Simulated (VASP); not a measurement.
A run of VASP 6.6.1 is set up as follows.

Contents of INCAR:

```
SYSTEM = MgWSe3
  ALGO = Normal
  EDIFF = 1E-6
  EDIFFG = -0.04
  ENCUT = 600
  GGA = PE
  IBRION = 2
  ISIF = 3
  ISMEAR = 0
  LASPH = .True.
  LCHARG = .False.
  LREAL = .False.
  LWAVE = .False.
  NELM = 100
  NSW = 90
  PREC = Accurate
  SIGMA = 0.1
```

The input KPOINTS:

```
k-points
0
Gamma
  4 4 4
  0 0 0
```

The input POSCAR:

```
MgWSe3
1.0
    4.9763973900      0.0000000000      0.0000000000
    0.0000000000      4.9763973900      0.0000000000
    0.0000000000      0.0000000000      4.9763973900
Mg W Se
1 1 3
Direct
    0.0000000000      0.0000000000      0.0000000000
    0.5000000000      0.5000000000      0.5000000000
    0.5000000000      0.0000000000      0.0000000000
    0.0000000000      0.5000000000      0.0000000000
    0.0000000000      0.0000000000      0.5000000000
```

Potentials or basis: VASP PAW PBE potentials, release 64 (Mg, W_sv, Se).

Command:

```console
$ cat potpaw_PBE.64/Mg/POTCAR potpaw_PBE.64/W_sv/POTCAR potpaw_PBE.64/Se/POTCAR > POTCAR
$ mpirun -np 1 vasp_std > vasp.out
```

(1) Predict the relaxed cell.

(2) Estimate the space group after relaxing (to 0.05 Å).

(3) Estimate the relaxed volume.

## Answers

(1) a = 4.812 Å, b = 4.812 Å, c = 4.812 Å, α = 90.00°, β = 90.00°, γ = 90.00°.

(2) Pm-3m (No. 221).

(3) 22.28 Å³/atom.
